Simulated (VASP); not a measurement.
# Ge3SbSe (P-6m2) in VASP: notebook

Runs on Ge3SbSe. Level: PBE. Tasks: single point, relaxation of cell and atoms.

All numbers are computed with VASP 6.6.1; they aren't measurements. Logs are shortened: lines on timing, memory, paths and dates and some standing lists are left out, and cuts for length are marked.

## (1) The cell of the first run

The structure is hexagonal, space group P-6m2 (No. 187). Conventional cell: a = 5.017 Å, b = 5.017 Å, c = 5.622 Å, α = 90.00°, β = 90.00°, γ = 120.00°. Within 3.7 Å of Ge (site symmetry -6m2) lie 2 Sb at 2.81 Å and 3 Ge at 2.90 Å. Ge (site symmetry -6m2) has 2 Ge at 2.81 Å and 3 Se at 2.90 Å and 3 Sb at 2.90 Å within 3.7 Å. Ge (site symmetry -6m2) has 5 Ge at 2.81 to 2.90 Å within 3.7 Å. Within 3.7 Å of Sb (site symmetry -6m2) lie 5 Ge at 2.81 to 2.90 Å and 3 Se at 2.90 Å. Se (site symmetry -6m2) has 3 Ge at 2.90 Å and 3 Sb at 2.90 Å within 3.8 Å.

## (2) Single point, PBE

Contents of INCAR:

```
PREC = Accurate
ENCUT = 520
EDIFF = 1E-6
ISMEAR = 0
SIGMA = 0.1
LREAL = F
LASPH = T
NELM = 100
ALGO = Normal
ISIF = 2
LWAVE = F
LCHARG = F
GGA = PE
NBANDS = 34
```

Contents of KPOINTS:

```
Automatic mesh
0
Gamma
  3 3 4
```

Contents of POSCAR:

```
Ge3SbSe
1.0
    5.0166670084      0.0000000024      0.0000000000
   -2.5083335063      4.3445610704      0.0000000000
    0.0000000000      0.0000000000      5.6219403016
Ge Sb Se
3 1 1
Direct
    0.0000000000      0.0000000000      0.0000000000
    0.3333333333      0.6666666667      0.5000000000
    0.3333333333      0.6666666667      0.0000000000
    0.0000000000      0.0000000000      0.5000000000
    0.6666666667      0.3333333333      0.5000000000
```

Potentials or basis: VASP PAW PBE potentials, release 64 (Ge_d, Sb, Se).

On the command line:

```bash
cat potpaw_PBE.64/Ge_d/POTCAR potpaw_PBE.64/Sb/POTCAR potpaw_PBE.64/Se/POTCAR > POTCAR
mpirun -np 1 vasp_std > vasp.out
```

OUTCAR:

```text
PREC = Accurate
   ENCUT = 520
   EDIFF = 1E-6
   ISMEAR = 0
   LREAL = F
   LASPH = T
   NELM = 100
   ISIF = 2
   GGA = PE

 ion  position               nearest neighbor table
   1  0.000  0.000  0.000-   4 2.81   4 2.81   3 2.90   3 2.90   3 2.90
   2  0.333  0.667  0.500-   3 2.81   3 2.81   4 2.90   4 2.90   4 2.90
   3  0.333  0.667  0.000-   2 2.81   2 2.81   1 2.90   1 2.90   1 2.90
   4  0.000  0.000  0.500-   1 2.81   1 2.81   5 2.90   2 2.90   5 2.90   2 2.90   5 2.90   2 2.90

   5  0.667  0.333  0.500-   4 2.90   4 2.90   4 2.90

  LATTYP: Found a hexagonal cell.
 ALAT       =     5.0166670084
 C/A-ratio  =     1.1206524755

  Lattice vectors:

 A1 = (   5.0166670084,   0.0000000024,   0.0000000000)
 A2 = (  -2.5083335063,   4.3445610704,   0.0000000000)
 A3 = (   0.0000000000,   0.0000000000,   5.6219403016)

Analysis of symmetry for initial positions (statically):
=====================================================================
 Subroutine PRICEL returns:
 Original cell was already a primitive cell.

 Routine SETGRP: Setting up the symmetry group for a
 hexagonal supercell.

 Subroutine GETGRP returns: Found 12 space group operations
 (whereof 12 operations were pure point group operations)
 out of a pool of 24 trial point group operations.

The static configuration has the point symmetry D_3h.

Analysis of symmetry for dynamics (positions and initial velocities):
=====================================================================
 Subroutine PRICEL returns:
 Original cell was already a primitive cell.

 Routine SETGRP: Setting up the symmetry group for a
 hexagonal supercell.

 Subroutine GETGRP returns: Found 12 space group operations
 (whereof 12 operations were pure point group operations)
 out of a pool of 24 trial point group operations.

The dynamic configuration has the point symmetry D_3h.

 Subroutine INISYM returns: Found 12 space group operations
 (whereof 12 operations are pure point group operations),
 and found     1 'primitive' translations

----------------------------------------------------------------------------------------

                                     Primitive cell

  volume of cell :     122.5314

  direct lattice vectors                    reciprocal lattice vectors
     5.016667008  0.000000002  0.000000000     0.199335535  0.115086425  0.000000000
    -2.508333506  4.344561070  0.000000000    -0.000000000  0.230172849  0.000000000
     0.000000000  0.000000000  5.621940302     0.000000000  0.000000000  0.177874532

  length of vectors
     5.016667008  5.016667008  5.621940302     0.230172849  0.230172849  0.177874532

  position of ions in fractional coordinates (direct lattice)
     0.000000000  0.000000000  0.000000000
     0.333333333  0.666666667  0.500000000
     0.333333333  0.666666667  0.000000000
     0.000000000  0.000000000  0.500000000
     0.666666667  0.333333333  0.500000000

  ion indices of the primitive-cell ions
   primitive index   ion index
                 1           1
                 2           2
                 3           3
                 4           4
                 5           5

----------------------------------------------------------------------------------------

 KPOINTS: Automatic mesh

Automatic generation of k-mesh.
 Grid dimensions read from file:
 generate k-points for:    3    3    4

 Generating k-lattice:

  Cartesian coordinates                     Fractional coordinates (reciprocal lattice)
     0.066445178  0.038362142  0.000000000     0.333333333  0.000000000  0.000000000
    -0.000000000  0.076724283  0.000000000     0.000000000  0.333333333  0.000000000
     0.000000000  0.000000000  0.044468633     0.000000000  0.000000000  0.250000000

  Length of vectors
     0.076724283  0.076724283  0.044468633

  Shift w.r.t. Gamma in fractional coordinates (k-lattice)
     0.000000000  0.000000000  0.000000000

 Subroutine IBZKPT returns following result:
 ===========================================

 Found      9 irreducible k-points:

 Following reciprocal coordinates:
            Coordinates               Weight
  0.000000  0.000000  0.000000      1.000000
  0.333333 -0.000000  0.000000      6.000000
  0.333333  0.333333  0.000000      2.000000
  0.000000  0.000000  0.250000      2.000000
  0.333333 -0.000000  0.250000     12.000000
  0.333333  0.333333  0.250000      4.000000
  0.000000  0.000000  0.500000      1.000000
  0.333333 -0.000000  0.500000      6.000000
  0.333333  0.333333  0.500000      2.000000
   k-points           NKPTS =      9   k-points in BZ     NKDIM =      9   number of bands    NBANDS=     34
   number of dos      NEDOS =    301   number of ions     NIONS =      5
   total plane-waves  NPLWV =  67200
   dimension x,y,z NGX =    40 NGY =   40 NGZ =   42
   dimension x,y,z NGXF=    80 NGYF=   80 NGZF=   84
   ions per type =               3   1   1
   NGX,Y,Z   is equivalent  to a cutoff of  13.26, 13.26, 12.42 a.u.
   NGXF,Y,Z  is equivalent  to a cutoff of  26.51, 26.51, 24.84 a.u.
 SYSTEM =  unknown system
   PREC   = accura    normal or accurate (medium, high low for compatibility)
   ISTART =      0    job   : 0-new  1-cont  2-samecut
   ICHARG =      2    charge: 1-file 2-atom 10-const
   ISPIN  =      1    spin polarized calculation?
   LNONCOLLINEAR =      F non collinear calculations
   LSORBIT =      F    spin-orbit coupling
   LASPH  =      T    aspherical Exc in radial PAW
   ENCUT  =  520.0 eV  38.22 Ry    6.18 a.u.   9.33  9.33 10.45*2*pi/ulx,y,z
   NELM   =    100;   NELMIN=  2; NELMDL= -5     # of ELM steps
   EDIFF  = 0.1E-05   stopping-criterion for ELM
   LREAL  =      F    real-space projection
   EDIFFG = 0.1E-04   stopping-criterion for IOM
   NSW    =      0    number of steps for IOM
   IBRION =     -1    ionic relax: 0-MD 1-quasi-New 2-CG
   NFREE  =      0    steps in history (QN), initial steepest desc. (CG)
   ISIF   =      2    stress and relaxation
   ISYM   =      2    0-nonsym 1-usesym 2-fastsym
   POTIM  = 0.5000    time-step for ionic-motion
   TEBEG  =    0.0;   TEEND  =   0.0 temperature during run
   PSTRESS=    0.0 pullay stress
   NELECT =      53.0000    total number of electrons
   NUPDOWN=      -1.0000    fix difference up-down
   EMIN   =  10.00;   EMAX   =-10.00  energy-range for DOS
   EFERMI =   0.00;   METHOD = LEGACY
   ISMEAR =     0;   SIGMA  =   0.10  broadening in eV -4-tet -1-fermi 0-gaus
   EFERMI_NEDOS =   21; number of points for ismear=-14 and -15
   IALGO  =     38    algorithm
   IMIX   =      4    mixing-type and parameters
     AMIX     =   0.40;   BMIX     =  1.00
     AMIX_MAG =   1.60;   BMIX_MAG =  1.00
  volume/ion in A,a.u.               =      24.51       165.38
  Fermi-wavevector in a.u.,A,eV,Ry     =   1.238086  2.339644 20.855801  1.532858
  Thomas-Fermi vector in A             =   2.372627
   LORBIT       =      0    0 simple, 1 ext, 2 COOP (PROOUT), +10 PAW based schemes
   GGA     = PE    functional components
   LHFCALC =     F    Hartree Fock is set to
   AEXX    =    0.0000 exact exchange contribution
   IVDW    =     0    specifies the selected vdW correction
   LEPSILON=     F    determine dielectric tensor
   LRPA    =     F    only Hartree local field effects (RPA)
 non-spin polarized calculation
 Gauss-broadening in eV      SIGMA  =   0.10
  energy-cutoff  :      520.00
  volume of cell :      122.53
 maximum number of plane-waves:      3332
 NGX is ok and might be reduce to    40
   NGX = 19   NGY = 19   NGZ = 21

 number of electron      52.9999971 magnetization

 Free energy of the ion-electron system (eV)
  ---------------------------------------------------
  ext. energy  EPLUGINS =         0.00000000
  ---------------------------------------------------
  free energy    TOTEN  =       -19.61375258 eV

  energy without entropy =      -19.58108229  energy(sigma->0) =      -19.59741743

 E-fermi :   5.0324     XC(G=0):  -9.8627

 val. band max:        5.0269909844   @ k =   0.3333  -0.0000   0.0000
 cond. band min:       5.0654431224   @ k =   0.3333  -0.0000   0.2500
 fundamental gap:      0.0384521380
 Fermi energy:         5.0323533675

 k-point     1 :       0.0000    0.0000    0.0000
  band No.  band energies     occupation
      1     -19.7068      2.00000
      2     -19.7068      2.00000
      3     -19.6427      2.00000
      4     -19.6300      2.00000
      5     -19.6300      2.00000
      6     -19.5011      2.00000
[... 26 lines left out ...]
     33      10.5148      0.00000
     34      11.0022      0.00000

 k-point     2 :       0.3333   -0.0000    0.0000
  band No.  band energies     occupation
      1     -19.7071      2.00000
      2     -19.7059      2.00000
      3     -19.6419      2.00000
      4     -19.6301      2.00000
      5     -19.6300      2.00000
      6     -19.5013      2.00000
[... 26 lines left out ...]
     33       9.5298      0.00000
     34      10.7091      0.00000

 k-point     3 :       0.3333    0.3333    0.0000
  band No.  band energies     occupation
      1     -19.7065      2.00000
      2     -19.7061      2.00000
      3     -19.6415      2.00000
      4     -19.6302      2.00000
      5     -19.6301      2.00000
      6     -19.5013      2.00000
[... 26 lines left out ...]
     33      10.7309      0.00000
     34      10.7727      0.00000
[... 149 lines left out ...]
 k-point     8 :       0.3333   -0.0000    0.5000
  band No.  band energies     occupation
      1     -19.7071      2.00000
      2     -19.7058      2.00000
      3     -19.6275      2.00000
      4     -19.6273      2.00000
      5     -19.6203      2.00000
      6     -19.5019      2.00000
[... 26 lines left out ...]
     33       8.6957      0.00000
     34       9.1407      0.00000

 k-point     9 :       0.3333    0.3333    0.5000
  band No.  band energies     occupation
      1     -19.7065      2.00000
      2     -19.7061      2.00000
      3     -19.6275      2.00000
      4     -19.6274      2.00000
      5     -19.6199      2.00000
      6     -19.5017      2.00000
[... 26 lines left out ...]
     33       8.6007      0.00000
     34      10.6191      0.00000

------------------------ aborting loop because EDIFF is reached ----------------------------------------

  FORCE on cell =-STRESS in cart. coord.  units (eV):
  Direction    XX          YY          ZZ          XY          YZ          ZX
  --------------------------------------------------------------------------------------
  -------------------------------------------------------------------------------------
  Total        0.0678510      0.0678510      0.0411413     -0.0000000     -0.0000000      0.0000000
  in kB        0.8871961      0.8871961      0.5379492     -0.0000000     -0.0000000      0.0000000
  external PRESSURE =       0.7707805 kB  Pullay stress =       0.0000000 kB

 VOLUME and BASIS-vectors are now :
 -----------------------------------------------------------------------------
  energy-cutoff  :      520.00
  volume of cell :      122.53
      direct lattice vectors                 reciprocal lattice vectors
     5.016667008  0.000000002  0.000000000     0.199335535  0.115086425  0.000000000
    -2.508333506  4.344561070  0.000000000    -0.000000000  0.230172849  0.000000000
     0.000000000  0.000000000  5.621940302     0.000000000  0.000000000  0.177874532

 POSITION                                       TOTAL-FORCE (eV/Angst)
 -----------------------------------------------------------------------------------
      0.00000      0.00000      0.00000        -0.000000      0.000000      0.000000
     -0.00000      2.89637      2.81097        -0.000000     -0.000000      0.000000
     -0.00000      2.89637      0.00000         0.000000     -0.000000      0.000000
      0.00000      0.00000      2.81097         0.000000     -0.000000      0.000000
      2.50833      1.44819      2.81097         0.000000      0.000000      0.000000
 -----------------------------------------------------------------------------------
    total drift:                               -0.000001      0.000001     -0.000000

  FREE ENERGIE OF THE ION-ELECTRON SYSTEM (eV)
  ---------------------------------------------------
  free  energy   TOTEN  =       -19.6137525793 eV

  energy  without entropy=      -19.5810822902  energy(sigma->0) =      -19.59741743
```

It took 31 s on 1 thread of Intel Xeon Platinum 8488C (Sapphire Rapids), shared host; peak memory 0.25 GiB.

Results:

| Property | Result |
| --- | --- |
| Free energy | -19.6138 eV |
| Pressure | 0.1 GPa |

Caveat: the k points lie up to 0.48 Å⁻¹ apart; spin-orbit coupling is left out, which moves the levels of the heavy elements.

## (3) Single point, PBE

This run uses another cell than the first one, of 24.75 Å³/atom, 1.010 times its volume.

Contents of INCAR:

```
SYSTEM = Ge3SbSe
PREC = Accurate
ENCUT = 520
EDIFF = 1E-7
ISMEAR = 0
SIGMA = 0.1
LREAL = .False.
LASPH = .True.
NELM = 100
ALGO = Normal
ISIF = 2
LWAVE = .False.
LCHARG = .True.
GGA = PE
LELF = .True.
LVHAR = .True.
NBANDS = 34
```

Contents of KPOINTS:

```
regular mesh
0
Gamma
  3 3 4
  0 0 0
```

Contents of POSCAR:

```
Ge3SbSe
1.0
    5.9485855900      0.0000000000      0.0000000000
   -2.9742928000      5.1516262400      0.0000000000
    0.0000000000      0.0000000000      4.0379074000
Ge Sb Se
3 1 1
Direct
    0.0000000000      0.0000000000      0.0000000000
    0.3333333300      0.6666666700      0.5000000000
    0.3333333300      0.6666666700      0.0000000000
    0.0000000000      0.0000000000      0.5000000000
    0.6666666700      0.3333333300      0.5000000000
```

Potentials or basis: VASP PAW PBE potentials, release 64 (Ge_d, Sb, Se).

On the command line:

```bash
cat potpaw_PBE.64/Ge_d/POTCAR potpaw_PBE.64/Sb/POTCAR potpaw_PBE.64/Se/POTCAR > POTCAR
mpirun -np 1 vasp_std > vasp.out
```

It took 41 s on 1 thread of Intel Xeon Platinum 8488C (Sapphire Rapids), shared host; peak memory 0.25 GiB.

It converged, with:

```yaml
Free_energy: -8.9668 eV
Pressure: 31.8 GPa
```

Stress tensor (GPa, compression positive):
```
 -2.76   0.00   0.00
  0.00  -2.76   0.00
  0.00   0.00 100.96
```

Levels at points of the mesh, in eV from the Fermi level:
```csv
k point,band 24,band 25,band 26,band 27,band 28,band 29,band 30,band 31
"(0.00, 0.00, 0.00)",-3.22,-2.17,0.12,0.15,0.77,0.77,3.89,3.89
"(0.00, 0.00, 0.50)",-1.98,-1.65,-1.65,-1.56,0.73,0.73,2.83,2.83
```

Caveat: the k points lie up to 0.41 Å⁻¹ apart; spin-orbit coupling is left out, which moves the levels of the heavy elements.

## (4) Relaxation of cell and atoms, PBE

This run uses another cell than the first one, of 24.75 Å³/atom, 1.010 times its volume.

Contents of INCAR:

```
PREC     = Accurate       # precision mode
ENCUT    = 600            # plane-wave cutoff, eV
EDIFF    = 1E-6           # SCF threshold, eV
ISMEAR   = 0              # smearing method
SIGMA    = 0.1            # smearing width, eV
LREAL    = F              # projectors in reciprocal space
LASPH    = T              # aspherical terms in the spheres
NELM     = 60             # most SCF steps
ALGO     = Normal         # electronic algorithm
ISIF     = 3              # what is computed and relaxed
LWAVE    = F              # write WAVECAR
LCHARG   = F              # write CHGCAR
GGA      = PE             # functional
IBRION   = 2              # ionic algorithm
NSW      = 90             # ionic steps
EDIFFG   = -0.04          # ionic threshold
```

Contents of KPOINTS:

```
Automatic mesh
0
Gamma
  3 3 4
```

POSCAR is that of step 3.

On the command line:

```bash
cat potpaw_PBE.64/Ge_d/POTCAR potpaw_PBE.64/Sb/POTCAR potpaw_PBE.64/Se/POTCAR > POTCAR
mpirun -np 1 vasp_std > vasp.out
```

Run time: 5.8 min. Hardware: 1 thread of Intel Xeon Platinum 8488C (Sapphire Rapids), shared host; peak memory 0.29 GiB.

It converged, with:

* Free energy: -19.5995 eV
* Relaxed volume: 24.50 Å³/atom
* Relaxed cell: a = 5.020 Å, b = 5.020 Å, c = 5.614 Å, α = 90.00°, β = 90.00°, γ = 120.00°
* Space group after relaxing (to 0.05 Å): P-6m2 (No. 187)
* Energy gained by relaxing: 2126.5 meV/atom
* Ionic steps: 11
* Pressure after relaxing: 0.0 GPa

Stress tensor (GPa, compression positive):
```
-0.05  0.00  0.00
 0.00 -0.05  0.00
 0.00  0.00  0.11
```

Step by step:
```
step  energy change (eV)  largest force (eV/Å)  pressure (GPa)  volume (Å³)
   1              0.0000                0.0000           31.86       123.74
   2             -6.3530                0.0000          -11.20       208.19
   3             -8.6928                0.0000           -5.81       165.27
   4            -10.0062                0.0000           -5.30       142.66
   5             -0.7065                0.0000           77.94        83.32
   6            -10.3183                0.0000           -4.39       136.09
   7            -10.4896                0.0000            4.02       115.96
   8            -10.6200                0.0000           -1.21       125.29
   9            -10.6315                0.0000           -0.37       123.35
  10            -10.6310                0.0000           -0.01       122.56
  11            -10.6323                0.0000            0.00       122.52
```

Final structure:
```xyz
5
Lattice="5.0200 0.0000 0.0000 -2.5100 4.3474 0.0000 0.0000 0.0000 5.6140" Properties=species:S:1:pos:R:3 pbc="T T T"
Ge    0.0000    0.0000    0.0000
Ge    0.0000    2.8983    2.8070
Ge    0.0000    2.8983    0.0000
Sb    0.0000    0.0000    2.8070
Se    2.5100    1.4491    2.8070
```

Levels at points of the mesh, in eV from the Fermi level:
```tsv
k point	band 23	band 24	band 25	band 26	band 27	band 28	band 29	band 30	band 31
(0.00, 0.00, 0.00)	-3.33	-3.33	-3.04	-1.11	-0.52	-0.13	-0.13	2.78	2.78
(0.00, 0.00, 0.50)	-2.91	-2.91	-2.31	-1.20	-1.20	0.20	0.83	2.10	2.10
```

Caveat: the k points lie up to 0.48 Å⁻¹ apart in the final cell; spin-orbit coupling is left out, which moves the levels of the heavy elements.

## (5) The runs side by side

```csv
task,cell,cutoff (eV),gap on the mesh (eV),pressure (GPa)
single point,"a = 5.017, b = 5.017, c = 5.622 Å, angles 90.0, 90.0, 120.0°, 5 atoms",520,none,0.1
single point,"a = 5.949, b = 5.949, c = 4.038 Å, angles 90.0, 90.0, 120.0°, 5 atoms",520,none,31.8
relaxation of cell and atoms,"relaxed from a = 5.949, b = 5.949, c = 4.038 Å, angles 90.0, 90.0, 120.0°, 5 atoms",600,none,0.0
```

Alike in all rows: level PBE; potentials or basis VASP PAW PBE potentials, release 64 (Ge_d, Sb, Se); no spin polarisation; k mesh 3 × 3 × 4; smearing gaussian 0.1 eV.

Caveats: all runs use coarse meshes; spin-orbit coupling is left out, which moves the levels of the heavy elements.

Absolute energies hang on the potentials; compare differences alone.
